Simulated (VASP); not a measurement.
# PbO (P4mm) in VASP: a series of runs, part 2 of 2

VASP 6.6.1. Earlier steps stand in the parts before.

## (4) Single point, PBEsol (all O atoms moved +0.075 Å, as atom 3 along Cartesian [0 0 1])

File INCAR:

```
PREC     = Accurate       # precision mode
ENCUT    = 520            # plane-wave cutoff, eV
EDIFF    = 1E-6           # SCF threshold, eV
ISMEAR   = 0              # smearing method
SIGMA    = 0.05           # smearing width, eV
LREAL    = False          # projectors in reciprocal space
LASPH    = True           # aspherical terms in the spheres
NELM     = 60             # most SCF steps
ALGO     = Normal         # electronic algorithm
ISIF     = 2              # what is computed and relaxed
LWAVE    = False          # write WAVECAR
LCHARG   = False          # write CHGCAR
GGA      = PS             # functional
NBANDS   = 28             # bands
```

File KPOINTS:

```
regular mesh
0
Gamma
  8 8 6
```

File POSCAR:

```
PbO
1.0
    3.9744000000      0.0000000000      0.0000000000
    0.0000000000      3.9744000000      0.0000000000
    0.0000000000      0.0000000000      5.0220000000
Pb O
2 2
Direct
    0.0000000000      0.5000000000      0.2351000000
    0.5000000000      0.0000000000      0.7649000000
    0.0000000000      0.0000000000      0.0149342891
    0.5000000000      0.5000000000      0.0149342891
```

Potentials or basis: VASP PAW PBE potentials, release 64 (Pb_d, O).

Command:

```sh
$ cat potpaw_PBE.64/Pb_d/POTCAR potpaw_PBE.64/O/POTCAR > POTCAR
$ mpirun -np 1 vasp_std > vasp.out
```

OUTCAR:

```text
PREC = Accurate
   ENCUT = 520
   EDIFF = 1E-6
   ISMEAR = 0
   LREAL = False
   LASPH = True
   NELM = 60
   ISIF = 2
   GGA = PS

 ion  position               nearest neighbor table
   1  0.000  0.500  0.235-   3 2.27   4 2.27   3 2.27   4 2.27   2 3.67   2 3.67   2 3.67   2 3.67
                             2 3.87   2 3.87   2 3.87   2 3.87
   2  0.500  0.000  0.765-   3 2.35   4 2.35   4 2.35   3 2.35   1 3.67   1 3.67   1 3.67   1 3.67
                             1 3.87   1 3.87   1 3.87   1 3.87
   3  0.000  0.000  0.015-   1 2.27   1 2.27   2 2.35   2 2.35
   4  0.500  0.500  0.015-   1 2.27   1 2.27   2 2.35   2 2.35

  LATTYP: Found a simple tetragonal cell.
 ALAT       =     3.9744000000
 C/A-ratio  =     1.2635869565

  Lattice vectors:

 A1 = (   3.9744000000,   0.0000000000,   0.0000000000)
 A2 = (   0.0000000000,   3.9744000000,   0.0000000000)
 A3 = (   0.0000000000,   0.0000000000,   5.0220000000)

Analysis of symmetry for initial positions (statically):
=====================================================================
 Subroutine PRICEL returns:
 Original cell was already a primitive cell.

 Routine SETGRP: Setting up the symmetry group for a
 simple tetragonal supercell.

 Subroutine GETGRP returns: Found  8 space group operations
 (whereof  4 operations were pure point group operations)
 out of a pool of 16 trial point group operations.

The static configuration has the point symmetry C_2v.
 The point group associated with its full space group is C_4v.

Analysis of symmetry for dynamics (positions and initial velocities):
=====================================================================
 Subroutine PRICEL returns:
 Original cell was already a primitive cell.

 Routine SETGRP: Setting up the symmetry group for a
 simple tetragonal supercell.

[... 120 lines left out ...]
   NELECT =      40.0000    total number of electrons
   NUPDOWN=      -1.0000    fix difference up-down
   EMIN   =  10.00;   EMAX   =-10.00  energy-range for DOS
   EFERMI =   0.00;   METHOD = LEGACY
   ISMEAR =     0;   SIGMA  =   0.05  broadening in eV -4-tet -1-fermi 0-gaus
   EFERMI_NEDOS =   21; number of points for ismear=-14 and -15
   IALGO  =     38    algorithm
   IMIX   =      4    mixing-type and parameters
     AMIX     =   0.40;   BMIX     =  1.00
     AMIX_MAG =   1.60;   BMIX_MAG =  1.00
  volume/ion in A,a.u.               =      19.83       133.83
  Fermi-wavevector in a.u.,A,eV,Ry     =   1.303031  2.462372 23.101207  1.697891
  Thomas-Fermi vector in A             =   2.434060
   LORBIT       =      0    0 simple, 1 ext, 2 COOP (PROOUT), +10 PAW based schemes
   GGA     = PS    functional components
   LHFCALC =     F    Hartree Fock is set to
   AEXX    =    0.0000 exact exchange contribution
   IVDW    =     0    specifies the selected vdW correction
   LEPSILON=     F    determine dielectric tensor
   LRPA    =     F    only Hartree local field effects (RPA)
 non-spin polarized calculation
 Gauss-broadening in eV      SIGMA  =   0.05
  energy-cutoff  :      520.00
  volume of cell :       79.33
 maximum number of plane-waves:      2171
 NGX is ok and might be reduce to    30
   NGX = 15   NGY = 15   NGZ = 19

 number of electron      39.9999998 magnetization

 Free energy of the ion-electron system (eV)
  ---------------------------------------------------
  ext. energy  EPLUGINS =         0.00000000
  ---------------------------------------------------
  free energy    TOTEN  =       -22.82344508 eV

  energy without entropy =      -22.82344508  energy(sigma->0) =      -22.82344508

 E-fermi :   5.2773     XC(G=0): -10.0819

 val. band max:        5.0020577701   @ k =   0.1250   0.0000   0.0000
 cond. band min:       6.1724911377   @ k =   0.5000   0.5000   0.0000
 fundamental gap:      1.1704333676
 Fermi energy:         5.2772507477

 k-point     1 :       0.0000    0.0000    0.0000
  band No.  band energies     occupation
      1     -13.4164      2.00000
      2     -12.8486      2.00000
      3     -10.9927      2.00000
      4     -10.9927      2.00000
      5     -10.9432      2.00000
      6     -10.9061      2.00000
[... 733 lines left out ...]
     27      14.3487      0.00000
     28      14.3668      0.00000

 [... further k-points ...]
[... 5 lines left out ...]
  --------------------------------------------------------------------------------------
  -------------------------------------------------------------------------------------
  Total        0.6503378      0.6503378      0.3998451      0.0000000      0.0000000      0.0000000
  in kB       13.1349900     13.1349900      8.0757440      0.0000000      0.0000000      0.0000000
  external PRESSURE =      11.4485746 kB  Pullay stress =       0.0000000 kB

 VOLUME and BASIS-vectors are now :
 -----------------------------------------------------------------------------
  energy-cutoff  :      520.00
  volume of cell :       79.33
      direct lattice vectors                 reciprocal lattice vectors
     3.974400000  0.000000000  0.000000000     0.251610306  0.000000000  0.000000000
     0.000000000  3.974400000  0.000000000     0.000000000  0.251610306  0.000000000
     0.000000000  0.000000000  5.022000000     0.000000000  0.000000000  0.199123855

 POSITION                                       TOTAL-FORCE (eV/Angst)
 -----------------------------------------------------------------------------------
      0.00000      1.98720      1.18067         0.000000      0.000000      0.832820
      1.98720      0.00000      3.84133         0.000000      0.000000      0.424525
      0.00000      0.00000      0.07500         0.000000      0.000000     -0.628673
      1.98720      1.98720      0.07500         0.000000      0.000000     -0.628673
 -----------------------------------------------------------------------------------
    total drift:                                0.000000     -0.000000     -0.000057

  FREE ENERGIE OF THE ION-ELECTRON SYSTEM (eV)
  ---------------------------------------------------
  free  energy   TOTEN  =       -22.8234450843 eV

  energy  without entropy=      -22.8234450843  energy(sigma->0) =      -22.82344508
```

OSZICAR:

```text
N       E                     dE             d eps       ncg     rms          rms(c)
DAV:   1     0.463518293539E+03    0.46352E+03   -0.19622E+04  3360   0.170E+03
DAV:   2     0.350633978421E+02   -0.42845E+03   -0.41115E+03  3428   0.451E+02
DAV:   3    -0.240987711745E+02   -0.59162E+02   -0.57387E+02  4220   0.182E+02
DAV:   4    -0.268371581334E+02   -0.27384E+01   -0.27275E+01  3932   0.406E+01
DAV:   5    -0.269201945621E+02   -0.83036E-01   -0.83027E-01  3840   0.767E+00    0.114E+01
DAV:   6    -0.230325093387E+02    0.38877E+01   -0.21665E+01  4956   0.386E+01    0.516E+00
DAV:   7    -0.228699994104E+02    0.16251E+00   -0.25488E+00  4100   0.113E+01    0.242E+00
DAV:   8    -0.228362515380E+02    0.33748E-01   -0.52682E-01  3720   0.523E+00    0.902E-01
DAV:   9    -0.228226211688E+02    0.13630E-01   -0.65936E-02  5232   0.223E+00    0.246E-01
DAV:  10    -0.228235495944E+02   -0.92843E-03   -0.10616E-02  3776   0.905E-01    0.714E-02
DAV:  11    -0.228234826018E+02    0.66993E-04   -0.15283E-03  5304   0.339E-01    0.548E-02
DAV:  12    -0.228234473002E+02    0.35302E-04   -0.21454E-04  4960   0.195E-01    0.168E-02
DAV:  13    -0.228234455238E+02    0.17764E-05   -0.26581E-05  3980   0.383E-02    0.370E-03
DAV:  14    -0.228234450843E+02    0.43956E-06   -0.12544E-06  3036   0.229E-02
   1 F= -.22823445E+02 E0= -.22823445E+02  d E =-.218784E-16
```

Run time: 51 s. Hardware: 1 thread of Intel Xeon 6975P-C (Granite Rapids), shared host; peak memory 0.25 GiB.

What came out:

| Quantity | Value |
| --- | --- |
| Free energy | -22.8234 eV |
| Pressure | 1.1 GPa |
| Largest force | 0.833 eV/Å |
| Band gap on the k mesh | 1.17 eV, indirect (least direct gap 2.20 eV) |

Forces in eV/Å, atoms in the order of the input:
```
Pb   0.000  0.000  0.833
Pb   0.000  0.000  0.425
O    0.000  0.000 -0.629
O    0.000  0.000 -0.629
```

Caveat: the cell differs from its parent crystal (all O atoms moved +0.075 Å, as atom 3 along Cartesian [0 0 1]); the PAW data sets were made with another functional, which shifts forces and pressure a little; spin-orbit coupling is left out, which moves the levels of the heavy elements.

## (5) Single point, PBEsol (all O atoms moved +0.025 Å, as atom 3 along Cartesian [0 0 1])

File INCAR:

```
SYSTEM = PbO
PREC = Accurate
ENCUT = 520
EDIFF = 1E-7
ISMEAR = 0
SIGMA = 0.05
LREAL = .False.
LASPH = .True.
NELM = 60
ALGO = Normal
ISIF = 2
LWAVE = .False.
LCHARG = .False.
GGA = PS
NBANDS = 28
```

File KPOINTS:

```
regular mesh
0
Gamma
  8 8 6
  0 0 0
```

Changes to POSCAR since step 4:

```diff
@@ -10,3 +10,3 @@
     0.5000000000      0.0000000000      0.7649000000
-    0.0000000000      0.0000000000      0.0149342891
-    0.5000000000      0.5000000000      0.0149342891
+    0.0000000000      0.0000000000      0.0049780964
+    0.5000000000      0.5000000000      0.0049780964
```

Potentials or basis: VASP PAW PBE potentials, release 64 (Pb_d, O).

Command:

```sh
$ cat potpaw_PBE.64/Pb_d/POTCAR potpaw_PBE.64/O/POTCAR > POTCAR
$ mpirun -np 1 vasp_std > vasp.out
```

OUTCAR:

```text
SYSTEM = PbO
   PREC = Accurate
   ENCUT = 520
   EDIFF = 1E-7
   ISMEAR = 0
   LREAL = .False.
   LASPH = .True.
   NELM = 60
   ISIF = 2
   GGA = PS

 ion  position               nearest neighbor table
   1  0.000  0.500  0.235-   3 2.30   4 2.30   3 2.30   4 2.30   2 3.67   2 3.67   2 3.67   2 3.67
                             2 3.87   2 3.87   2 3.87   2 3.87
   2  0.500  0.000  0.765-   3 2.32   4 2.32   4 2.32   3 2.32   1 3.67   1 3.67   1 3.67   1 3.67
                             1 3.87   1 3.87   1 3.87   1 3.87
   3  0.000  0.000  0.005-   1 2.30   1 2.30   2 2.32   2 2.32
   4  0.500  0.500  0.005-   1 2.30   1 2.30   2 2.32   2 2.32

  LATTYP: Found a simple tetragonal cell.
 ALAT       =     3.9744000000
 C/A-ratio  =     1.2635869565

  Lattice vectors:

 A1 = (   3.9744000000,   0.0000000000,   0.0000000000)
 A2 = (   0.0000000000,   3.9744000000,   0.0000000000)
 A3 = (   0.0000000000,   0.0000000000,   5.0220000000)

Analysis of symmetry for initial positions (statically):
=====================================================================
 Subroutine PRICEL returns:
 Original cell was already a primitive cell.

 Routine SETGRP: Setting up the symmetry group for a
[... 177 lines left out ...]
 val. band max:        5.0030776717   @ k =   0.1250   0.0000   0.0000
 cond. band min:       6.1860140543   @ k =   0.5000   0.5000   0.0000
 fundamental gap:      1.1829363827
 Fermi energy:         5.2253409854

 k-point     1 :       0.0000    0.0000    0.0000
  band No.  band energies     occupation
      1     -13.4080      2.00000
      2     -12.8356      2.00000
      3     -10.9594      2.00000
      4     -10.9594      2.00000
      5     -10.8948      2.00000
      6     -10.8754      2.00000
[... 733 lines left out ...]
     27      14.3495      0.00000
     28      14.3551      0.00000

 [... further k-points ...]

------------------------ aborting loop because EDIFF is reached ----------------------------------------

  FORCE on cell =-STRESS in cart. coord.  units (eV):
  Direction    XX          YY          ZZ          XY          YZ          ZX
  --------------------------------------------------------------------------------------
  -------------------------------------------------------------------------------------
  Total        0.5361555      0.5361555      0.4446374      0.0000000      0.0000000      0.0000000
  in kB       10.8288293     10.8288293      8.9804220      0.0000000      0.0000000      0.0000000
  external PRESSURE =      10.2126936 kB  Pullay stress =       0.0000000 kB

 VOLUME and BASIS-vectors are now :
 -----------------------------------------------------------------------------
  energy-cutoff  :      520.00
  volume of cell :       79.33
      direct lattice vectors                 reciprocal lattice vectors
     3.974400000  0.000000000  0.000000000     0.251610306  0.000000000  0.000000000
     0.000000000  3.974400000  0.000000000     0.000000000  0.251610306  0.000000000
     0.000000000  0.000000000  5.022000000     0.000000000  0.000000000  0.199123855

 POSITION                                       TOTAL-FORCE (eV/Angst)
 -----------------------------------------------------------------------------------
      0.00000      1.98720      1.18067         0.000000      0.000000      0.377527
      1.98720      0.00000      3.84133         0.000000      0.000000      0.044112
      0.00000      0.00000      0.02500         0.000000      0.000000     -0.210819
      1.98720      1.98720      0.02500         0.000000      0.000000     -0.210819
 -----------------------------------------------------------------------------------
    total drift:                                0.000000      0.000000      0.000154

  FREE ENERGIE OF THE ION-ELECTRON SYSTEM (eV)
  ---------------------------------------------------
  free  energy   TOTEN  =       -22.8654922839 eV

  energy  without entropy=      -22.8654922839  energy(sigma->0) =      -22.86549228
```

stdout:

```text
POSCAR found type information on POSCAR PbO
 POSCAR found :  2 types and       4 ions
 scaLAPACK will be used
 -----------------------------------------------------------------------------
|                                                                             |
|                                                                             |
|     You enforced a specific xc type in the INCAR file but a different       |
|     I HOPE YOU KNOW WHAT YOU ARE DOING!                                     |
|                                                                             |
 -----------------------------------------------------------------------------

 LDA part: xc-table for (Slater+PW92), standard interpolation
 POSCAR, INCAR and KPOINTS ok, starting setup
 FFT: planning ... GRIDC
 FFT: planning ... GRID_SOFT
 FFT: planning ... GRID
 WAVECAR not read
 entering main loop
```

Wall time 54 s (1 thread of Intel Xeon 6975P-C (Granite Rapids), shared host); peak memory 0.25 GiB.

Results:

- Free energy: -22.8655 eV
- Pressure: 1.0 GPa
- Largest force: 0.378 eV/Å
- Band gap on the k mesh: 1.18 eV, indirect (least direct gap 2.24 eV)

Forces on the atoms (eV/Å):
```
Pb   0.000  0.000  0.378
Pb   0.000  0.000  0.044
O    0.000  0.000 -0.211
O    0.000  0.000 -0.211
```

Stress tensor (GPa, compression positive):
```
1.08 0.00 0.00
0.00 1.08 0.00
0.00 0.00 0.90
```

Caveat: the cell differs from its parent crystal (all O atoms moved +0.025 Å, as atom 3 along Cartesian [0 0 1]); the PAW data sets were made with another functional, which shifts forces and pressure a little; spin-orbit coupling is left out, which moves the levels of the heavy elements. A k mesh can miss the band edges.
